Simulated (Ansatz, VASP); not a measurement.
# Two plane-wave programs on Si

Contents of INCAR:

```
SYSTEM = Si
PREC = Accurate
ENCUT = 520
EDIFF = 1E-6
ISMEAR = 0
SIGMA = 0.05
LREAL = .False.
LASPH = .True.
NELM = 100
ALGO = Normal
ISIF = 2
LWAVE = .False.
LCHARG = .True.
LDIPOL = .True.
IDIPOL = 3
DIPOL = 0.5 0.5 0.353
GGA = PE
LELF = .True.
LVHAR = .True.
LVACPOTAV = .True.
NBANDS = 21
```

Contents of KPOINTS:

```
regular mesh
0
Gamma
  7 7 1
  0 0 0
```

POSCAR

```
Si
1.0
    3.8677060743      0.0000000000      0.0000000000
    0.0000000000      3.8677060743      0.0000000000
    0.0000000000      0.0000000000     30.4953826402
Si
6
Direct
    0.0000000000      0.5000000000      0.2408064008
    0.0000000000      0.0000000000      0.2863492607
    0.5000000000      0.0000000000      0.3313147983
    0.5000000000      0.5000000000      0.3757600409
    0.0000000000      0.5000000000      0.4220063420
    0.0000000000      0.0000000000      0.4618890336
```

Input for Ansatz:

```yaml
crystal:
  lattice:
    - [3.8677060743, 0.0, 0.0]
    - [0.0, 3.8677060743, 0.0]
    - [0.0, 0.0, 30.4953826402]
  atoms:
    - { symbol: Si, position: [0.0, 0.5, 0.2408064008] }
    - { symbol: Si, position: [0.0, 0.0, 0.2863492607] }
    - { symbol: Si, position: [0.5, 0.0, 0.3313147983] }
    - { symbol: Si, position: [0.5, 0.5, 0.3757600409] }
    - { symbol: Si, position: [0.0, 0.5, 0.422006342] }
    - { symbol: Si, position: [0.0, 0.0, 0.4618890336] }
basis:
  ecutwfc: 420
kpoints:
  mp_grid: { grid: [7, 7, 1] }
hamiltonian:
  xc: pbe
scf:
  occupations: { method: gaussian, width: 0.05 }
output:
  forces: true
  stress: true
  eigenvalues: true
  write_density: true
  write_potential: true
  elf: true
  volumetric_format: npy
efield:
  axis: 3
  dipole_correction: true
  ramp_width: 0.04
```

Alike in both runs: task single point; functional PBE; k mesh 7 × 7 × 1; occupations gaussian, width 0.05 eV; no spin polarisation.

|  | VASP | Ansatz |
| --- | --- | --- |
| version | VASP 6.6.1 | Ansatz 0.2.0 |
| potentials or method | VASP PAW PBE potentials, release 64 (Si), cutoff 520 eV | scalar-relativistic, plane waves, PAW |
| valence electrons in the cell | 24 | 24 |

|  | VASP | Ansatz | Ansatz less VASP |
| --- | --- | --- | --- |
| gap on the k mesh at the Fermi level (eV) | none | none | - |
| rms of the force components (eV/Å) | 0.306 | 0.307 | +0.0010 |
| work function, face that differs most (eV) | 5.24 | 5.24 | -0.003 |

Atom by atom the forces differ by 0.002 eV/Å (rms over components). A gap of «none» marks a metal or a gap that the smearing closes. Ansatz's warnings: xc potential rough in thin density.
